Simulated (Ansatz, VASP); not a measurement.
**Two plane-wave programs on WS2**

```
CELL_PARAMETERS angstrom
6.31441 0.00000 0.00000
-3.15720 5.46844 0.00000
0.00000 0.00000 23.75857
ATOMIC_POSITIONS crystal
S 0.66667 0.33333 0.33672
S 0.66667 0.83333 0.33672
S 0.16667 0.33333 0.33672
S 0.16667 0.83333 0.33672
S 0.66645 0.33361 0.46938
S 0.66636 0.83277 0.46936
S 0.16714 0.33352 0.46938
S 0.16664 0.83327 0.46953
W 0.33324 0.16645 0.40309
W 0.33321 0.66673 0.40309
W 0.83332 0.16665 0.40315
W 0.83352 0.66675 0.40309
```

Alike in both runs: task single point; functional PBE; dispersion D3(BJ); k mesh 3 × 3 × 1; occupations gaussian, width 0.05 eV; no spin polarisation.

```csv
,VASP,Ansatz
version,VASP 6.6.1,Ansatz 0.2.0
potentials or method,"VASP PAW PBE potentials, release 64 (S, W_sv), cutoff 400 eV","scalar-relativistic, plane waves, PAW"
valence electrons in the cell,104,104
```

```tsv
	VASP	Ansatz	Ansatz less VASP
gap on the k mesh at the Fermi level (eV)	1.93	1.93	-0.003
least direct gap on the mesh (eV)	1.93	1.93	-0.003
rms of the force components (eV/Å)	0.020	0.019	-0.0008
```

Spin-orbit coupling is off throughout.
